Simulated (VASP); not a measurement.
# Bi2Te3 in VASP: further runs

Bi2Te3 is run at these levels: PBE; tasks: single point.

Program: VASP 6.6.1. These are calculated values, not measurements. Logs are shortened: lines on timing, memory, paths and dates and some standing lists are left out, and cuts for length are marked.

**Experimental background.**

“Vacancy and Antisite-Induced Ferromagnetism in Liquid-Phase Exfoliated Bi2Te3”, 2024, arxiv:2412.10539 quotes, for a bulk crystal of Bi2Te3: band gap 0.17 eV.

The runs below are set against these values where they give the same quantity.

### 1 The cell of the first run

The structure is trigonal, space group R3m (No. 160). Conventional cell: a = 4.476 Å, b = 4.476 Å, c = 29.529 Å, α = 90.00°, β = 90.00°, γ = 120.00°. Bi (site symmetry 3m) has 3 Te at 3.12 Å and 3 Bi at 3.44 Å within 4.1 Å. Within 4.1 Å of Bi (site symmetry 3m) lie 3 Te at 3.13 Å and 3 Bi at 3.44 Å. Te (site symmetry 3m) has 6 Te at 3.26 to 3.30 Å within 4.3 Å. Te (site symmetry 3m) has 3 Bi at 3.12 Å and 3 Te at 3.30 Å within 4.1 Å. Te (site symmetry 3m) has 3 Bi at 3.13 Å and 3 Te at 3.26 Å within 4.1 Å.

### 2 Single point, PBE

Contents of INCAR:

```
ALGO = Normal
EDIFF = 1E-6
ENCUT = 520
GGA = PE
ISIF = 2
ISMEAR = 0
LASPH = True
LCHARG = True
LELF = True
LREAL = False
LVHAR = True
LWAVE = False
NBANDS = 32
NELM = 80
PREC = Accurate
SIGMA = 0.1
```

Contents of KPOINTS:

```
k-points
0
Gamma
  6 6 6
```

Contents of POSCAR:

```
Bi2Te3
1.0
    2.2378091777      1.2919997328      9.8428624037
   -2.2378091777      1.2919997328      9.8428624037
    0.0000000000     -2.5839994606      9.8428624044
Bi Te
2 3
Direct
    0.8101658231      0.8101658231      0.8101658231
    0.3998190987      0.3998190987      0.3998190987
    0.6056269171      0.6056269171      0.6056269171
    0.2029717526      0.2029717526      0.2029717526
    0.0064163985      0.0064163985      0.0064163985
```

Potentials or basis: VASP PAW PBE potentials, release 64 (Bi_d, Te).

Run with:

```bash
> cat potpaw_PBE.64/Bi_d/POTCAR potpaw_PBE.64/Te/POTCAR > POTCAR
> mpirun -np 1 vasp_std > vasp.out
```

OUTCAR:

```text
EDIFF = 1E-6
   ENCUT = 520
   GGA = PE
   ISIF = 2
   ISMEAR = 0
   LASPH = True
   LREAL = False
   NELM = 80
   PREC = Accurate

 ion  position               nearest neighbor table
   1  0.810  0.810  0.810-   4 3.12   4 3.12   4 3.12   2 3.44   2 3.44   2 3.44
   2  0.400  0.400  0.400-   5 3.13   5 3.13   5 3.13   1 3.44   1 3.44   1 3.44
   3  0.606  0.606  0.606-   5 3.26   5 3.26   5 3.26   4 3.30   4 3.30   4 3.30
   4  0.203  0.203  0.203-   1 3.12   1 3.12   1 3.12   3 3.30   3 3.30   3 3.30
   5  0.006  0.006  0.006-   2 3.13   2 3.13   2 3.13   3 3.26   3 3.26   3 3.26

  LATTYP: Found a trigonal (rhomboedric) cell.
 ALAT       =    10.1763939352
 COS(alpha) =     0.9032862382

  Lattice vectors:

 A1 = (   2.2378091777,   1.2919997328,   9.8428624037)
 A2 = (  -2.2378091777,   1.2919997328,   9.8428624037)
 A3 = (   0.0000000000,  -2.5839994606,   9.8428624044)

Analysis of symmetry for initial positions (statically):
=====================================================================
 Subroutine PRICEL returns:
 Original cell was already a primitive cell.

 Routine SETGRP: Setting up the symmetry group for a
 trigonal (rhombohedral) supercell.

 Subroutine GETGRP returns: Found  6 space group operations
 (whereof  6 operations were pure point group operations)
 out of a pool of 12 trial point group operations.

The static configuration has the point symmetry C_3v.

Analysis of symmetry for dynamics (positions and initial velocities):
=====================================================================
 Subroutine PRICEL returns:
 Original cell was already a primitive cell.

 Routine SETGRP: Setting up the symmetry group for a
 trigonal (rhombohedral) supercell.

 Subroutine GETGRP returns: Found  6 space group operations
 (whereof  6 operations were pure point group operations)
 out of a pool of 12 trial point group operations.

The dynamic configuration has the point symmetry C_3v.

 Subroutine INISYM returns: Found  6 space group operations
 (whereof  6 operations are pure point group operations),
 and found     1 'primitive' translations

----------------------------------------------------------------------------------------

                                     Primitive cell

  volume of cell :     170.7490

  direct lattice vectors                    reciprocal lattice vectors
     2.237809178  1.291999733  9.842862404     0.223432813  0.128998995  0.033865487
    -2.237809178  1.291999733  9.842862404    -0.223432813  0.128998995  0.033865487
     0.000000000 -2.583999461  9.842862404     0.000000000 -0.257997990  0.033865488

  length of vectors
    10.176393935 10.176393935 10.176393935     0.260211133  0.260211133  0.260211133

  position of ions in fractional coordinates (direct lattice)
     0.810165823  0.810165823  0.810165823
     0.399819099  0.399819099  0.399819099
     0.605626917  0.605626917  0.605626917
     0.202971753  0.202971753  0.202971753
     0.006416399  0.006416399  0.006416399

  ion indices of the primitive-cell ions
   primitive index   ion index
                 1           1
                 2           2
                 3           3
                 4           4
                 5           5

----------------------------------------------------------------------------------------

 KPOINTS: k-points

Automatic generation of k-mesh.
 Grid dimensions read from file:
 generate k-points for:    6    6    6

 Generating k-lattice:

  Cartesian coordinates                     Fractional coordinates (reciprocal lattice)
     0.037238802  0.021499832  0.005644248     0.166666667 -0.000000000 -0.000000000
    -0.037238802  0.021499832  0.005644248    -0.000000000  0.166666667 -0.000000000
     0.000000000 -0.042999665  0.005644248    -0.000000000 -0.000000000  0.166666667

  Length of vectors
     0.043368522  0.043368522  0.043368522

  Shift w.r.t. Gamma in fractional coordinates (k-lattice)
     0.000000000  0.000000000  0.000000000

 Subroutine IBZKPT returns following result:
 ===========================================

 Found     32 irreducible k-points:

 Following reciprocal coordinates:
            Coordinates               Weight
  0.000000  0.000000  0.000000      1.000000
  0.166667 -0.000000 -0.000000      6.000000
  0.333333 -0.000000  0.000000      6.000000
  0.500000 -0.000000 -0.000000      3.000000
  0.166667  0.166667  0.000000      6.000000
  0.333333  0.166667  0.000000     12.000000
[... 16 lines left out ...]
  0.500000  0.500000  0.166667      6.000000
 -0.333333  0.500000  0.166667     12.000000
 [... further k-points ...]
   k-points           NKPTS =     32   k-points in BZ     NKDIM =     32   number of bands    NBANDS=     32
   number of dos      NEDOS =    301   number of ions     NIONS =      5
   total plane-waves  NPLWV = 512000
   dimension x,y,z NGX =    80 NGY =   80 NGZ =   80
   dimension x,y,z NGXF=   160 NGYF=  160 NGZF=  160
   ions per type =               2   3
   NGX,Y,Z   is equivalent  to a cutoff of  13.07, 13.07, 13.07 a.u.
   NGXF,Y,Z  is equivalent  to a cutoff of  26.14, 26.14, 26.14 a.u.
 SYSTEM =  unknown system
   PREC   = accura    normal or accurate (medium, high low for compatibility)
   ISTART =      0    job   : 0-new  1-cont  2-samecut
   ICHARG =      2    charge: 1-file 2-atom 10-const
   ISPIN  =      1    spin polarized calculation?
   LNONCOLLINEAR =      F non collinear calculations
   LSORBIT =      F    spin-orbit coupling
   LASPH  =      T    aspherical Exc in radial PAW
   ENCUT  =  520.0 eV  38.22 Ry    6.18 a.u.  18.92 18.92 18.92*2*pi/ulx,y,z
   NELM   =     80;   NELMIN=  2; NELMDL= -5     # of ELM steps
   EDIFF  = 0.1E-05   stopping-criterion for ELM
   LREAL  =      F    real-space projection
   EDIFFG = 0.1E-04   stopping-criterion for IOM
   NSW    =      0    number of steps for IOM
   IBRION =     -1    ionic relax: 0-MD 1-quasi-New 2-CG
   NFREE  =      0    steps in history (QN), initial steepest desc. (CG)
   ISIF   =      2    stress and relaxation
   ISYM   =      2    0-nonsym 1-usesym 2-fastsym
   POTIM  = 0.5000    time-step for ionic-motion
   TEBEG  =    0.0;   TEEND  =   0.0 temperature during run
   PSTRESS=    0.0 pullay stress
   NELECT =      48.0000    total number of electrons
   NUPDOWN=      -1.0000    fix difference up-down
   EMIN   =  10.00;   EMAX   =-10.00  energy-range for DOS
   EFERMI =   0.00;   METHOD = LEGACY
   ISMEAR =     0;   SIGMA  =   0.10  broadening in eV -4-tet -1-fermi 0-gaus
   EFERMI_NEDOS =   21; number of points for ismear=-14 and -15
   IALGO  =     38    algorithm
   IMIX   =      4    mixing-type and parameters
     AMIX     =   0.40;   BMIX     =  1.00
     AMIX_MAG =   1.60;   BMIX_MAG =  1.00
  volume/ion in A,a.u.               =      34.15       230.45
  Fermi-wavevector in a.u.,A,eV,Ry     =   1.072431  2.026600 15.648161  1.150107
  Thomas-Fermi vector in A             =   2.208200
   LORBIT       =      0    0 simple, 1 ext, 2 COOP (PROOUT), +10 PAW based schemes
   GGA     = PE    functional components
   LHFCALC =     F    Hartree Fock is set to
   AEXX    =    0.0000 exact exchange contribution
   IVDW    =     0    specifies the selected vdW correction
   LEPSILON=     F    determine dielectric tensor
   LRPA    =     F    only Hartree local field effects (RPA)
 non-spin polarized calculation
 Gauss-broadening in eV      SIGMA  =   0.10
  energy-cutoff  :      520.00
  volume of cell :      170.75
 maximum number of plane-waves:      4621
 NGX is ok and might be reduce to    80
   NGX = 37   NGY = 37   NGZ = 37

 number of electron      47.9999997 magnetization

 Free energy of the ion-electron system (eV)
  ---------------------------------------------------
  ext. energy  EPLUGINS =         0.00000000
  ---------------------------------------------------
  free energy    TOTEN  =       -17.14961192 eV

  energy without entropy =      -17.13863519  energy(sigma->0) =      -17.14412355

 E-fermi :   6.2452     XC(G=0):  -9.3367

 val. band max:        6.2252945516   @ k =   0.0000   0.0000   0.0000
 cond. band min:       6.2913870592   @ k =   0.5000   0.1667   0.1667
 fundamental gap:      0.0660925076
 Fermi energy:         6.2451585941

 k-point     1 :       0.0000    0.0000    0.0000
  band No.  band energies     occupation
      1     -16.7383      2.00000
      2     -16.7383      2.00000
      3     -16.6983      2.00000
      4     -16.6983      2.00000
      5     -16.6941      2.00000
      6     -16.6287      2.00000
[... 24 lines left out ...]
     31      10.7778      0.00000
     32      11.0971      0.00000

 k-point     2 :       0.1667   -0.0000   -0.0000
  band No.  band energies     occupation
      1     -16.7370      2.00000
      2     -16.7348      2.00000
      3     -16.6989      2.00000
      4     -16.6949      2.00000
      5     -16.6903      2.00000
      6     -16.6301      2.00000
[... 24 lines left out ...]
     31      10.0745      0.00000
     32      11.0821      0.00000

 k-point     3 :       0.3333   -0.0000    0.0000
  band No.  band energies     occupation
      1     -16.7349      2.00000
      2     -16.7254      2.00000
      3     -16.7000      2.00000
      4     -16.6877      2.00000
      5     -16.6840      2.00000
      6     -16.6365      2.00000
[... 24 lines left out ...]
     31      10.2059      0.00000
     32      10.9881      0.00000

 k-point     4 :       0.5000   -0.0000   -0.0000
  band No.  band energies     occupation
      1     -16.7340      2.00000
      2     -16.7187      2.00000
      3     -16.6990      2.00000
      4     -16.6846      2.00000
      5     -16.6838      2.00000
      6     -16.6406      2.00000
[... 654 lines left out ...]
     31      10.3204      0.00000
     32      11.8445      0.00000

 k-point    23 :       0.5000    0.5000    0.1667
  band No.  band energies     occupation
      1     -16.7349      2.00000
      2     -16.7254      2.00000
      3     -16.7000      2.00000
      4     -16.6877      2.00000
      5     -16.6840      2.00000
      6     -16.6365      2.00000
[... 24 lines left out ...]
     31      10.0063      0.00000
     32      10.9804      0.00000

 k-point    24 :      -0.3333    0.5000    0.1667
  band No.  band energies     occupation
      1     -16.7379      2.00000
      2     -16.7142      2.00000
      3     -16.6965      2.00000
      4     -16.6874      2.00000
      5     -16.6837      2.00000
      6     -16.6378      2.00000
[... 24 lines left out ...]
     31      10.6018      0.00000
     32      11.4270      0.00000

 [... further k-points ...]

------------------------ aborting loop because EDIFF is reached ----------------------------------------

  FORCE on cell =-STRESS in cart. coord.  units (eV):
  Direction    XX          YY          ZZ          XY          YZ          ZX
  --------------------------------------------------------------------------------------
  -------------------------------------------------------------------------------------
  Total        0.0408780      0.0408780      0.1663250      0.0000000      0.0000000     -0.0000000
  in kB        0.3835679      0.3835679      1.5606656      0.0000000      0.0000000     -0.0000000
  external PRESSURE =       0.7759338 kB  Pullay stress =       0.0000000 kB

 VOLUME and BASIS-vectors are now :
 -----------------------------------------------------------------------------
  energy-cutoff  :      520.00
  volume of cell :      170.75
      direct lattice vectors                 reciprocal lattice vectors
     2.237809178  1.291999733  9.842862404     0.223432813  0.128998995  0.033865487
    -2.237809178  1.291999733  9.842862404    -0.223432813  0.128998995  0.033865487
     0.000000000 -2.583999461  9.842862404     0.000000000 -0.257997990  0.033865488

 POSITION                                       TOTAL-FORCE (eV/Angst)
 -----------------------------------------------------------------------------------
      0.00000      0.00000     23.92305         0.000000     -0.000000     -0.024533
      0.00000      0.00000     11.80609         0.000000     -0.000000     -0.016765
      0.00000      0.00000     17.88331         0.000000     -0.000000     -0.025520
      0.00000      0.00000      5.99347         0.000000      0.000000      0.032606
      0.00000      0.00000      0.18947         0.000000      0.000000      0.034211
 -----------------------------------------------------------------------------------
    total drift:                                0.000000     -0.000000     -0.000225

  FREE ENERGIE OF THE ION-ELECTRON SYSTEM (eV)
  ---------------------------------------------------
  free  energy   TOTEN  =       -17.1496119182 eV

  energy  without entropy=      -17.1386351860  energy(sigma->0) =      -17.14412355
```

It took 10 min on 1 thread of Intel Xeon 6975P-C (Granite Rapids), shared host; peak memory 0.95 GiB.

Results:

```yaml
Free_energy: -17.1496 eV
Pressure: 0.1 GPa
Largest_force: 0.034 eV/Å
Band_gap_on_the_k_mesh: zero (bands 24 and 25 overlap by 0.03 eV)
```

Forces in eV/Å, atoms in the order of the input:
```
Bi   0.000  0.000 -0.025
Bi   0.000  0.000 -0.017
Te   0.000  0.000 -0.026
Te   0.000  0.000  0.033
Te   0.000  0.000  0.034
```

Caveat: spin-orbit coupling is left out, which moves the levels of the heavy elements.

### 3 Single point, PBE

This run uses another cell than the first one, of 34.04 Å³/atom.

Contents of INCAR:

```
SYSTEM = Bi2Te3
PREC = Accurate ; ENCUT = 520
EDIFF = 1E-6 ; ISMEAR = 0
SIGMA = 0.1 ; LREAL = .FALSE.
LASPH = .TRUE. ; NELM = 60
ALGO = Normal ; ISIF = 2
LWAVE = .FALSE. ; LCHARG = .FALSE.
GGA = PE ; NBANDS = 32
```

Contents of KPOINTS:

```
Automatic mesh
0
G
  12 12 12
  0 0 0
```

Contents of POSCAR:

```
Bi2Te3
1.0
    2.2324297377      1.2888939100      9.8591105074
   -2.2324297377      1.2888939100      9.8591105074
    0.0000000000     -2.5777878200      9.8591105074
Bi Te
2 3
Direct
    0.2044172767      0.2044172767      0.2044172767
    0.7955827233      0.7955827233      0.7955827233
    0.0000000000      0.0000000000      0.0000000000
    0.5986850201      0.5986850201      0.5986850201
    0.4013149799      0.4013149799      0.4013149799
```

Potentials or basis: VASP PAW PBE potentials, release 64 (Bi_d, Te).

Run with:

```bash
> cat potpaw_PBE.64/Bi_d/POTCAR potpaw_PBE.64/Te/POTCAR > POTCAR
> mpirun -np 1 vasp_std > vasp.out
```

Wall time 52 min (1 thread of Intel Xeon 6975P-C (Granite Rapids), shared host); peak memory 1.5 GiB.

The run converged. Its results:

- Free energy: -17.1441 eV
- Pressure: 0.0 GPa
- Largest force: 0.009 eV/Å
- Band gap on the k mesh: zero (bands 24 and 25 overlap by 0.10 eV)

Forces in eV/Å, atoms in the order of the input:
```
Bi   0.000  0.000 -0.006
Bi   0.000  0.000  0.006
Te   0.000  0.000  0.000
Te   0.000  0.000  0.009
Te   0.000  0.000 -0.009
```

Levels at points of the mesh, in eV from the Fermi level:
```
           k point  band 20  band 21  band 22  band 23  band 24  band 25  band 26  band 27  band 28  band 29
(0.00, 0.00, 0.00)    -2.01    -2.00    -0.55    -0.55    -0.50    -0.03     0.12     0.12     2.09     2.09
(0.50, 0.00, 0.00)    -3.20    -3.11    -2.38    -0.40    -0.14    -0.07     0.23     2.45     3.10     3.34
(0.50, 0.50, 0.00)    -2.58    -2.24    -1.80    -1.43    -0.26     0.12     1.64     1.66     2.13     2.55
(0.50, 0.50, 0.50)    -1.93    -1.39    -1.25    -0.89    -0.89     0.74     0.83     0.83     1.50     1.50
```

Caveat: spin-orbit coupling is left out, which moves the levels of the heavy elements.

### 4 How close it comes

Step 3. Measured gap of Bi2Te3: 0.17 eV (quoted in “Vacancy and Antisite-Induced Ferromagnetism in Liquid-Phase Exfoliated Bi2Te3”, 2024, arxiv:2412.10539). This calculation gives 0.00 eV (-0.17 eV). Spin-orbit coupling on Bi, Te is left out. The value is that of PBE on a finite k mesh, which can miss the band edges, without temperature or zero-point motion. Semilocal functionals fall short of measured gaps as a rule.
